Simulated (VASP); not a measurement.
# Ba (C2/m) in VASP: single point with PBE

Aim: the single point of Ba with PBE.

Program: VASP 6.6.1. These are calculated values, not measurements. Logs are shortened: lines on timing, memory, paths and dates and some standing lists are left out, and cuts for length are marked.

## Step 1: The cell of the first run

Symmetry: C2/m, No. 12, monoclinic system. Conventional cell: a = 5.765 Å, b = 5.572 Å, c = 3.514 Å, α = 90.00°, β = 93.25°, γ = 90.00°. Ba (site symmetry 2/m) has 6 Ba at 3.51 to 4.01 Å within 4.6 Å.

## Step 2: Single point, PBE (strained)

INCAR

```
ALGO = Fast
EDIFF = 1E-6
ENCUT = 520
GGA = PE
ISIF = 2
ISMEAR = 0
LASPH = T
LCHARG = F
LREAL = F
LWAVE = F
NBANDS = 11
NELM = 60
PREC = Accurate
SIGMA = 0.1
```

KPOINTS

```
k-points
0
Gamma
  10 10 10
```

POSCAR

```
Ba
1.0
    4.0074093210     -0.0672741130     -0.0799930000
   -0.0672741130      4.0074093210      0.0799930000
   -0.0721107800      0.0721107800      3.5123718722
Ba
1
Direct
    0.5000000000      0.5000000000      0.5000000000
```

Potentials or basis: VASP PAW PBE potentials, release 64 (Ba_sv).

The run is started by

```sh
cat potpaw_PBE.64/Ba_sv/POTCAR > POTCAR
mpirun -np 1 vasp_std > vasp.out
```

OUTCAR:

```text
EDIFF = 1E-6
   ENCUT = 520
   GGA = PE
   ISIF = 2
   ISMEAR = 0
   LASPH = T
   LREAL = F
   NELM = 60
   PREC = Accurate

 ion  position               nearest neighbor table
   1  0.500  0.500  0.500-

  LATTYP: Found a base centered monoclinic cell.
 ALAT       =     5.7646930269
 B/A-ratio  =     0.9666070028
 C/A-ratio  =     0.6095471198
 COS(beta)  =    -0.0567521590

  Lattice vectors:

 A1 = (   0.0672741130,  -4.0074093210,  -0.0799930000)
 A2 = (   4.0074093210,  -0.0672741130,  -0.0799930000)
 A3 = (  -0.0721107800,   0.0721107800,   3.5123718722)

Analysis of symmetry for initial positions (statically):
=====================================================================
 Subroutine PRICEL returns:
 Original cell was already a primitive cell.

 Routine SETGRP: Setting up the symmetry group for a
 base centered monoclinic supercell.

 Subroutine GETGRP returns: Found  4 space group operations
 (whereof  4 operations were pure point group operations)
 out of a pool of  4 trial point group operations.

The static configuration has the point symmetry C_2h.

Analysis of symmetry for dynamics (positions and initial velocities):
=====================================================================
 Subroutine PRICEL returns:
 Original cell was already a primitive cell.

 Routine SETGRP: Setting up the symmetry group for a
 base centered monoclinic supercell.

 Subroutine GETGRP returns: Found  4 space group operations
 (whereof  4 operations were pure point group operations)
 out of a pool of  4 trial point group operations.

The dynamic configuration has the point symmetry C_2h.

 Subroutine INISYM returns: Found  4 space group operations
 (whereof  4 operations are pure point group operations),
 and found     1 'primitive' translations

----------------------------------------------------------------------------------------

                                     Primitive cell

  volume of cell :      56.3450

  direct lattice vectors                    reciprocal lattice vectors
     4.007409321 -0.067274113 -0.079993000     0.249707113  0.004091284  0.005042618
    -0.067274113  4.007409321  0.079993000     0.004091284  0.249707113 -0.005042618
    -0.072110780  0.072110780  3.512371872     0.005593812 -0.005593812  0.284937582

  length of vectors
     4.008772150  4.008772150  3.513852031     0.249791531  0.249791531  0.285047377

  position of ions in fractional coordinates (direct lattice)
     0.500000000  0.500000000  0.500000000

  ion indices of the primitive-cell ions
   primitive index   ion index
[... 83 lines left out ...]
   PSTRESS=    0.0 pullay stress
   NELECT =      10.0000    total number of electrons
   NUPDOWN=      -1.0000    fix difference up-down
   EMIN   =  10.00;   EMAX   =-10.00  energy-range for DOS
   EFERMI =   0.00;   METHOD = LEGACY
   ISMEAR =     0;   SIGMA  =   0.10  broadening in eV -4-tet -1-fermi 0-gaus
   EFERMI_NEDOS =   21; number of points for ismear=-14 and -15
   IALGO  =     68    algorithm
   IMIX   =      4    mixing-type and parameters
     AMIX     =   0.40;   BMIX     =  1.00
     AMIX_MAG =   1.60;   BMIX_MAG =  1.00
  volume/ion in A,a.u.               =      56.34       380.23
  Fermi-wavevector in a.u.,A,eV,Ry     =   0.920004  1.738556 11.516073  0.846407
  Thomas-Fermi vector in A             =   2.045261
   LORBIT       =      0    0 simple, 1 ext, 2 COOP (PROOUT), +10 PAW based schemes
   GGA     = PE    functional components
   LHFCALC =     F    Hartree Fock is set to
   AEXX    =    0.0000 exact exchange contribution
   IVDW    =     0    specifies the selected vdW correction
   LEPSILON=     F    determine dielectric tensor
   LRPA    =     F    only Hartree local field effects (RPA)
 non-spin polarized calculation
 RMM-DIIS sequential band-by-band and
 Gauss-broadening in eV      SIGMA  =   0.10
  energy-cutoff  :      520.00
  volume of cell :       56.34
 maximum number of plane-waves:      1538
 NGX is ok and might be reduce to    30
   NGX = 15   NGY = 15   NGZ = 13

 number of electron      10.0000000 magnetization

 number of electron       9.9999998 magnetization

 Free energy of the ion-electron system (eV)
  ---------------------------------------------------
  ext. energy  EPLUGINS =         0.00000000
  ---------------------------------------------------
  free energy    TOTEN  =        -1.50157491 eV

  energy without entropy =       -1.49701420  energy(sigma->0) =       -1.49929455

 E-fermi :   1.9204     XC(G=0):  -7.7435

 val. band max:        1.9179995178   @ k =   0.0000   0.0000   0.0000
 cond. band min:       1.9304664665   @ k =  -0.2000   0.1000   0.5000
 fundamental gap:      0.0124669487
 Fermi energy:         1.9203751676

 k-point     1 :       0.0000    0.0000    0.0000
  band No.  band energies     occupation
      1     -27.1646      2.00000
      2     -12.0161      2.00000
      3     -12.0089      2.00000
      4     -11.5264      2.00000
      5      -0.6043      2.00000
      6       1.8683      1.53876
      7       1.9180      1.02680
      8       6.5846      0.00000
      9       7.6604      0.00000
     10       7.6790      0.00000
     11       9.2389      0.00000
[... 309 lines left out ...]
 k-point    24 :       0.4000    0.3000    0.0000
  band No.  band energies     occupation
      1     -27.0866      2.00000
      2     -12.5440      2.00000
      3     -12.3736      2.00000
      4     -11.4534      2.00000
      5       1.4167      2.00000
      6       2.0207      0.15593
      7       3.8303      0.00000
      8       4.7306      0.00000
      9       6.2890      0.00000
     10       6.6931      0.00000
     11       8.4317      0.00000

 [... further k-points ...]

------------------------ aborting loop because EDIFF is reached ----------------------------------------

  FORCE on cell =-STRESS in cart. coord.  units (eV):
  Direction    XX          YY          ZZ          XY          YZ          ZX
  --------------------------------------------------------------------------------------
  -------------------------------------------------------------------------------------
  Total       -0.2918903     -0.2918903      1.7147308     -0.0478131      0.0431501     -0.0431501
  in kB       -8.2999411     -8.2999411     48.7586041     -1.3595707      1.2269795     -1.2269796
  external PRESSURE =      10.7195739 kB  Pullay stress =       0.0000000 kB

 VOLUME and BASIS-vectors are now :
 -----------------------------------------------------------------------------
  energy-cutoff  :      520.00
  volume of cell :       56.34
      direct lattice vectors                 reciprocal lattice vectors
     4.007409321 -0.067274113 -0.079993000     0.249707113  0.004091284  0.005042618
    -0.067274113  4.007409321  0.079993000     0.004091284  0.249707113 -0.005042618
    -0.072110780  0.072110780  3.512371872     0.005593812 -0.005593812  0.284937582

 POSITION                                       TOTAL-FORCE (eV/Angst)
 -----------------------------------------------------------------------------------
      1.93401      2.00612      1.75619        -0.000000     -0.000000      0.000000
 -----------------------------------------------------------------------------------
    total drift:                                0.000000      0.000000     -0.000000

  FREE ENERGIE OF THE ION-ELECTRON SYSTEM (eV)
  ---------------------------------------------------
  free  energy   TOTEN  =        -1.5015749106 eV

  energy  without entropy=       -1.4970141972  energy(sigma->0) =       -1.49929455
```

OSZICAR:

```text
N       E                     dE             d eps       ncg     rms          rms(c)
DAV:   1     0.620532471596E+02    0.62053E+02   -0.43932E+03  6204   0.740E+02
DAV:   2     0.173485208988E+01   -0.60318E+02   -0.58917E+02  7698   0.145E+02
DAV:   3    -0.136772064670E+01   -0.31026E+01   -0.30830E+01  7840   0.375E+01
DAV:   4    -0.151284569779E+01   -0.14513E+00   -0.14487E+00  9039   0.516E+00
DAV:   5    -0.151373364552E+01   -0.88795E-03   -0.88790E-03  7818   0.427E-01    0.231E+00
RMM:   6    -0.150388543259E+01    0.98482E-02   -0.84690E-03  6814   0.801E-01    0.137E+00
RMM:   7    -0.150090932453E+01    0.29761E-02   -0.23183E-02  8156   0.140E+00    0.871E-02
RMM:   8    -0.150144287519E+01   -0.53355E-03   -0.30470E-03  8627   0.396E-01    0.381E-02
RMM:   9    -0.150155986435E+01   -0.11699E-03   -0.55070E-04  9244   0.145E-01    0.148E-02
RMM:  10    -0.150157290931E+01   -0.13045E-04   -0.70090E-05  9550   0.493E-02    0.710E-03
RMM:  11    -0.150157472422E+01   -0.18149E-05   -0.21330E-05  9908   0.221E-02    0.500E-03
RMM:  12    -0.150157491062E+01   -0.18639E-06   -0.37773E-06  7828   0.130E-02
   1 F= -.15015749E+01 E0= -.14992946E+01  d E =-.456071E-02
```

stdout:

```text
POSCAR found type information on POSCAR Ba
 POSCAR found :  1 types and       1 ions
 scaLAPACK will be used
 LDA part: xc-table for (Slater+PW92), standard interpolation
 POSCAR, INCAR and KPOINTS ok, starting setup
 FFT: planning ... GRIDC
 FFT: planning ... GRID_SOFT
 FFT: planning ... GRID
 WAVECAR not read
 entering main loop
WARNING in EDDRMM: call to ZHEGV failed, returncode =   8  4      5
WARNING in EDDRMM: call to ZHEGV failed, returncode =   8  4      7
```

Wall time 53 s (1 thread of Intel Xeon 6975P-C (Granite Rapids), shared host); peak memory 0.29 GiB.

Results:

```yaml
Free_energy: -1.5016 eV
Pressure: 1.1 GPa
Band_gap_on_the_k_mesh: zero (bands 5 and 6 overlap by 0.62 eV)
```

Stress tensor (GPa, compression positive):
```
-0.83 -0.14 -0.12
-0.14 -0.83  0.12
-0.12  0.12  4.88
```

Caveat: the cell differs from its parent crystal (strained); spin-orbit coupling is left out, which moves the levels of the heavy elements.
